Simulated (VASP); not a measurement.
Here is a VASP 6.6.1 calculation.

Contents of INCAR:

```
PREC = Accurate
ENCUT = 520
EDIFF = 1E-7
ISMEAR = -1
SIGMA = 0.02
LREAL = False
LASPH = True
NELM = 100
ALGO = Normal
ISIF = 2
LWAVE = False
LCHARG = False
GGA = PE
NBANDS = 14
```

KPOINTS

```
regular mesh
0
Gamma
  10 10 10
```

File POSCAR:

```
NaF
1.0
    0.0000000000      2.3252762304      2.2972497830
    2.3252762304      0.0000000000      2.2972497830
    2.3252762304      2.3252762304      0.0000000000
Na F
1 1
Direct
    0.0000000000      0.0000000000      0.0000000000
    0.5000000000      0.5000000000      0.5000000000
```

Potentials or basis: VASP PAW PBE potentials, release 64 (Na_pv, F).

Command:

```bash
$ cat potpaw_PBE.64/Na_pv/POTCAR potpaw_PBE.64/F/POTCAR > POTCAR
$ mpirun -np 1 vasp_std > vasp.out
```

(1) Estimate the pressure.

(2) Estimate the band gap on the k mesh.

Results:

(1) 2.1 GPa.

(2) 6.31 eV, direct.

Caveat: the cell differs from its parent crystal (biaxial xy strain +1.2%).
